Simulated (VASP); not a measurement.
# Si2W: single point with PBE

Crystal: Si2W.

```xyz
9
Lattice="4.6393 0.0000 0.0000 -2.3196 4.0177 0.0000 0.0000 0.0000 6.5757" Properties=species:S:1:pos:R:3 pbc="T T T"
Si    2.3196    2.9038    3.2879
Si   -1.3549    3.4608    5.4798
Si    1.3549    3.4608    1.0960
Si    0.0000    1.1140    3.2879
Si    3.6746    0.5570    5.4798
Si    0.9647    0.5570    1.0960
W    -1.1598    2.0089    1.0960
W     1.1598    2.0089    5.4798
W     2.3196    0.0000    3.2879
```

This cell differs from its parent crystal: atoms shifted along a free coordinate, c/a of the conventional cell at fixed volume 1.4174.

```json
{
  "Program": "VASP 6.6.1",
  "Task": "single point",
  "Functional": "PBE",
  "Potentials or basis": "VASP PAW PBE potentials, release 64 (Si, W_sv)",
  "Cutoff": "520 eV",
  "k mesh": "9 × 9 × 6",
  "Occupations": "gaussian, width 0.03 eV",
  "Spin": "no spin polarisation"
}
```

The pressure is 6.6 GPa. The largest force is 4.321 eV/Å and the band gap on the k mesh is zero (bands 33 and 34 overlap by 0.59 eV).

Forces on the atoms (eV/Å):
```
Si   0.000 -4.321  0.000
Si   3.742 -2.161  0.000
Si  -3.742 -2.161  0.000
Si   0.000  4.321  0.000
Si  -3.742  2.161  0.000
Si   3.742  2.161  0.000
W    0.000  0.000  0.000
W    0.000  0.000  0.000
W    0.000  0.000  0.000
```

Stress tensor (GPa, compression positive):
```
8.57 0.00 0.00
0.00 8.57 0.00
0.00 0.00 2.76
```

Levels at points of the mesh, in eV from the Fermi level:
| k point | band 29 | band 30 | band 31 | band 32 | band 33 | band 34 | band 35 | band 36 | band 37 | band 38 |
| --- | --- | --- | --- | --- | --- | --- | --- | --- | --- | --- |
| (0.00, 0.00, 0.00) | -3.53 | -2.56 | -2.56 | -1.28 | -0.16 | 1.22 | 1.22 | 2.21 | 2.25 | 2.45 |
| (0.00, 0.00, 0.50) | -2.85 | -1.81 | -1.81 | -0.18 | -0.18 | 1.60 | 1.60 | 2.28 | 2.28 | 2.41 |

It took 110 s on 1 thread of Intel(R) Xeon(R) 6975P-C (Granite Rapids), on a shared host, peak memory 0.35 GiB.

Caveat: the cell stands under pressure; spin-orbit coupling is left out, which moves the levels of the heavy elements; forces of over 1 eV/Å act on the atoms, so gaps and moduli don't describe the material at rest.
